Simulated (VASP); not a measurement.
# AlN (P6_3mc) in VASP: further runs, part 2 of 2

VASP 6.6.1. Earlier steps stand in the parts before.

## 4. Single point, PBE

The input, INCAR:

```
SYSTEM = AlN
  PREC = Accurate
  ENCUT = 520
  EDIFF = 1E-7
  ISMEAR = -1
  SIGMA = 0.02
  LREAL = .FALSE.
  LASPH = .TRUE.
  NELM = 100
  ALGO = Normal
  ISIF = 2
  LWAVE = .FALSE.
  LCHARG = .FALSE.
  GGA = PE
  NBANDS = 16
```

The input, KPOINTS:

```
regular mesh
0
G
  11 11 6
  0 0 0
```

The input, POSCAR:

```
AlN
1.0
    3.1130000000      0.0000000000      0.0000000000
   -1.5565000000      2.6959370820      0.0000000000
    0.0000000000      0.0000000000      4.9810000000
Al N
2 2
Direct
    0.3333333333      0.6666666667     -0.0009848543
    0.6666666667      0.3333333333      0.4990151457
    0.3333333333      0.6666666667      0.3809848543
    0.6666666667      0.3333333333      0.8809848543
```

Potentials or basis: VASP PAW PBE potentials, release 64 (Al, N).

Run with:

```console
> cat potpaw_PBE.64/Al/POTCAR potpaw_PBE.64/N/POTCAR > POTCAR
> mpirun -np 1 vasp_std > vasp.out
```

OUTCAR:

```text
SYSTEM = AlN
   PREC = Accurate
   ENCUT = 520
   EDIFF = 1E-7
   ISMEAR = -1
   LREAL = .FALSE.
   LASPH = .TRUE.
   NELM = 100
   ISIF = 2
   GGA = PE

 ion  position               nearest neighbor table
   1  0.333  0.667  0.999-   4 1.89   4 1.89   4 1.89   3 1.90   2 3.07   2 3.07   2 3.07   2 3.07
                             2 3.07   2 3.07
   2  0.667  0.333  0.499-   3 1.89   3 1.89   3 1.89   4 1.90   1 3.07   1 3.07   1 3.07   1 3.07
                             1 3.07   1 3.07
   3  0.333  0.667  0.381-   2 1.89   2 1.89   2 1.89   1 1.90
   4  0.667  0.333  0.881-   1 1.89   1 1.89   1 1.89   2 1.90

  LATTYP: Found a hexagonal cell.
 ALAT       =     3.1130000000
 C/A-ratio  =     1.6000642467

  Lattice vectors:

 A1 = (   3.1130000000,   0.0000000000,   0.0000000000)
 A2 = (  -1.5565000000,   2.6959370820,   0.0000000000)
 A3 = (   0.0000000000,   0.0000000000,   4.9810000000)

Analysis of symmetry for initial positions (statically):
=====================================================================
 Subroutine PRICEL returns:
 Original cell was already a primitive cell.

 Routine SETGRP: Setting up the symmetry group for a
 hexagonal supercell.

 Subroutine GETGRP returns: Found 12 space group operations
 (whereof  6 operations were pure point group operations)
 out of a pool of 24 trial point group operations.

The static configuration has the point symmetry C_3v.
 The point group associated with its full space group is C_6v.

Analysis of symmetry for dynamics (positions and initial velocities):
=====================================================================
 Subroutine PRICEL returns:
 Original cell was already a primitive cell.

 Routine SETGRP: Setting up the symmetry group for a
 hexagonal supercell.

 Subroutine GETGRP returns: Found 12 space group operations
 (whereof  6 operations were pure point group operations)
 out of a pool of 24 trial point group operations.

The dynamic configuration has the point symmetry C_3v.
 The point group associated with its full space group is C_6v.

 Subroutine INISYM returns: Found 12 space group operations
 (whereof  6 operations are pure point group operations),
 and found     1 'primitive' translations

----------------------------------------------------------------------------------------

                                     Primitive cell

  volume of cell :      41.8028

  direct lattice vectors                    reciprocal lattice vectors
     3.113000000  0.000000000  0.000000000     0.321233537  0.185464269  0.000000000
    -1.556500000  2.695937082  0.000000000     0.000000000  0.370928538  0.000000000
     0.000000000  0.000000000  4.981000000     0.000000000  0.000000000  0.200762899

  length of vectors
     3.113000000  3.113000000  4.981000000     0.370928538  0.370928538  0.200762899

  position of ions in fractional coordinates (direct lattice)
     0.333333333  0.666666667  0.999015146
     0.666666667  0.333333333  0.499015146
     0.333333333  0.666666667  0.380984854
     0.666666667  0.333333333  0.880984854

  ion indices of the primitive-cell ions
   primitive index   ion index
                 1           1
                 2           2
                 3           3
                 4           4

----------------------------------------------------------------------------------------

 KPOINTS: regular mesh

Automatic generation of k-mesh.
 Grid dimensions read from file:
 generate k-points for:   11   11    6

 Generating k-lattice:

  Cartesian coordinates                     Fractional coordinates (reciprocal lattice)
     0.029203049  0.016860388  0.000000000     0.090909091  0.000000000  0.000000000
     0.000000000  0.033720776  0.000000000     0.000000000  0.090909091  0.000000000
     0.000000000  0.000000000  0.033460483     0.000000000  0.000000000  0.166666667

  Length of vectors
     0.033720776  0.033720776  0.033460483

  Shift w.r.t. Gamma in fractional coordinates (k-lattice)
     0.000000000  0.000000000  0.000000000

 Subroutine IBZKPT returns following result:
 ===========================================

 Found     64 irreducible k-points:

 Following reciprocal coordinates:
            Coordinates               Weight
  0.000000  0.000000  0.000000      1.000000
  0.090909  0.000000  0.000000      6.000000
  0.181818  0.000000  0.000000      6.000000
  0.272727  0.000000  0.000000      6.000000
  0.363636  0.000000  0.000000      6.000000
  0.454545  0.000000  0.000000      6.000000
[... 16 lines left out ...]
  0.090909  0.090909  0.166667     12.000000
  0.181818  0.090909  0.166667     24.000000
 [... further k-points ...]
   k-points           NKPTS =     64   k-points in BZ     NKDIM =     64   number of bands    NBANDS=     16
   number of dos      NEDOS =    301   number of ions     NIONS =      4
   total plane-waves  NPLWV =  23040
   dimension x,y,z NGX =    24 NGY =   24 NGZ =   40
   dimension x,y,z NGXF=    48 NGYF=   48 NGZF=   80
   ions per type =               2   2
   NGX,Y,Z   is equivalent  to a cutoff of  12.82, 12.82, 13.35 a.u.
   NGXF,Y,Z  is equivalent  to a cutoff of  25.63, 25.63, 26.70 a.u.
 SYSTEM =  AlN
   PREC   = accura    normal or accurate (medium, high low for compatibility)
   ISTART =      0    job   : 0-new  1-cont  2-samecut
   ICHARG =      2    charge: 1-file 2-atom 10-const
   ISPIN  =      1    spin polarized calculation?
   LNONCOLLINEAR =      F non collinear calculations
   LSORBIT =      F    spin-orbit coupling
   LASPH  =      T    aspherical Exc in radial PAW
   ENCUT  =  520.0 eV  38.22 Ry    6.18 a.u.   5.79  5.79  9.26*2*pi/ulx,y,z
   NELM   =    100;   NELMIN=  2; NELMDL= -5     # of ELM steps
   EDIFF  = 0.1E-06   stopping-criterion for ELM
   LREAL  =      F    real-space projection
   EDIFFG = 0.1E-05   stopping-criterion for IOM
   NSW    =      0    number of steps for IOM
   IBRION =     -1    ionic relax: 0-MD 1-quasi-New 2-CG
   NFREE  =      0    steps in history (QN), initial steepest desc. (CG)
   ISIF   =      2    stress and relaxation
   ISYM   =      2    0-nonsym 1-usesym 2-fastsym
   POTIM  = 0.5000    time-step for ionic-motion
   TEBEG  =    0.0;   TEEND  =   0.0 temperature during run
   PSTRESS=    0.0 pullay stress
   NELECT =      16.0000    total number of electrons
   NUPDOWN=      -1.0000    fix difference up-down
   EMIN   =  10.00;   EMAX   =-10.00  energy-range for DOS
   EFERMI =   0.00;   METHOD = LEGACY
   ISMEAR =    -1;   SIGMA  =   0.02  broadening in eV -4-tet -1-fermi 0-gaus
   EFERMI_NEDOS =   21; number of points for ismear=-14 and -15
   IALGO  =     38    algorithm
   IMIX   =      4    mixing-type and parameters
     AMIX     =   0.40;   BMIX     =  1.00
     AMIX_MAG =   1.60;   BMIX_MAG =  1.00
  volume/ion in A,a.u.               =      10.45        70.52
  Fermi-wavevector in a.u.,A,eV,Ry     =   1.188629  2.246183 19.222843  1.412839
  Thomas-Fermi vector in A             =   2.324754
   LORBIT       =      0    0 simple, 1 ext, 2 COOP (PROOUT), +10 PAW based schemes
   GGA     = PE    functional components
   LHFCALC =     F    Hartree Fock is set to
   AEXX    =    0.0000 exact exchange contribution
   IVDW    =     0    specifies the selected vdW correction
   LEPSILON=     F    determine dielectric tensor
   LRPA    =     F    only Hartree local field effects (RPA)
 non-spin polarized calculation
  energy-cutoff  :      520.00
  volume of cell :       41.80
 maximum number of plane-waves:      1138
 NGX is ok and might be reduce to    24
   NGX = 11   NGY = 11   NGZ = 19

 number of electron      15.9999997 magnetization

 Free energy of the ion-electron system (eV)
  ---------------------------------------------------
  ext. energy  EPLUGINS =         0.00000000
  ---------------------------------------------------
  free energy    TOTEN  =       -29.77255221 eV

  energy without entropy =      -29.77255221  energy(sigma->0) =      -29.77255221

 E-fermi :   6.5966     XC(G=0): -10.9069

 val. band max:        6.1532858610   @ k =   0.0000   0.0000   0.0000
 cond. band min:      10.3472103493   @ k =   0.0000   0.0000   0.0000
 fundamental gap:      4.1939244883
 Fermi energy:         6.5965650819

 k-point     1 :       0.0000    0.0000    0.0000
  band No.  band energies     occupation
      1      -9.0374      2.00000
      2      -6.8905      2.00000
      3       0.1598      2.00000
      4       5.2764      2.00000
      5       5.2764      2.00000
      6       5.9286      2.00000
[... 433 lines left out ...]
      3       1.1897      2.00000
      4       3.1189      2.00000
      5       3.5173      2.00000
      6       4.6305      2.00000
[... 8 lines left out ...]
     15      18.5609      0.00000
     16      19.6332      0.00000

 [... further k-points ...]
[... 5 lines left out ...]
  --------------------------------------------------------------------------------------
  -------------------------------------------------------------------------------------
  Total        0.8668777      0.8668777      0.9401031      0.0000000      0.0000000     -0.0000000
  in kB       33.2248466     33.2248466     36.0313589      0.0000000      0.0000000     -0.0000000
  external PRESSURE =      34.1603507 kB  Pullay stress =       0.0000000 kB

 VOLUME and BASIS-vectors are now :
 -----------------------------------------------------------------------------
  energy-cutoff  :      520.00
  volume of cell :       41.80
      direct lattice vectors                 reciprocal lattice vectors
     3.113000000  0.000000000  0.000000000     0.321233537  0.185464269  0.000000000
    -1.556500000  2.695937082  0.000000000     0.000000000  0.370928538  0.000000000
     0.000000000  0.000000000  4.981000000     0.000000000  0.000000000  0.200762899

 POSITION                                       TOTAL-FORCE (eV/Angst)
 -----------------------------------------------------------------------------------
     -0.00000      1.79729      4.97609        -0.000000      0.000000     -0.001549
      1.55650      0.89865      2.48559         0.000000     -0.000000     -0.001549
     -0.00000      1.79729      1.89769         0.000000      0.000000      0.001549
      1.55650      0.89865      4.38819        -0.000000     -0.000000      0.001549
 -----------------------------------------------------------------------------------
    total drift:                               -0.000000      0.000000      0.000425

  FREE ENERGIE OF THE ION-ELECTRON SYSTEM (eV)
  ---------------------------------------------------
  free  energy   TOTEN  =       -29.7725522075 eV

  energy  without entropy=      -29.7725522075  energy(sigma->0) =      -29.77255221
```

OSZICAR:

```text
N       E                     dE             d eps       ncg     rms          rms(c)
DAV:   1     0.421635247064E+02    0.42164E+02   -0.73743E+03  2048   0.901E+02
DAV:   2    -0.309745404264E+02   -0.73138E+02   -0.67093E+02  2856   0.187E+02
DAV:   3    -0.344958445969E+02   -0.35213E+01   -0.35108E+01  2552   0.426E+01
DAV:   4    -0.345171440813E+02   -0.21299E-01   -0.21298E-01  2568   0.376E+00
DAV:   5    -0.345174220145E+02   -0.27793E-03   -0.27793E-03  2552   0.434E-01    0.122E+01
DAV:   6    -0.297603242831E+02    0.47571E+01   -0.10665E+01  2448   0.237E+01    0.416E+00
DAV:   7    -0.297842972271E+02   -0.23973E-01   -0.67777E-01  2184   0.580E+00    0.295E+00
DAV:   8    -0.297770664897E+02    0.72307E-02   -0.60421E-02  2288   0.226E+00    0.597E-01
DAV:   9    -0.297720032643E+02    0.50632E-02   -0.12231E-02  2712   0.817E-01    0.247E-01
DAV:  10    -0.297726327954E+02   -0.62953E-03   -0.23211E-03  2240   0.301E-01    0.133E-01
DAV:  11    -0.297725492553E+02    0.83540E-04   -0.18000E-04  2344   0.103E-01    0.331E-02
DAV:  12    -0.297725523882E+02   -0.31329E-05   -0.11948E-05  2312   0.275E-02    0.724E-03
DAV:  13    -0.297725522070E+02    0.18118E-06   -0.43269E-06  2328   0.160E-02    0.552E-03
DAV:  14    -0.297725522075E+02   -0.48249E-09   -0.33460E-07  2440   0.492E-03
   1 F= -.29772552E+02 E0= -.29772552E+02  d E =-.500644E-12
```

It took 58 s on 1 thread of AMD EPYC 7R13, shared host; peak memory 0.14 GiB.

What came out:

* Free energy: -29.7726 eV
* Pressure: 3.4 GPa
* Band gap on the k mesh: 4.19 eV, direct
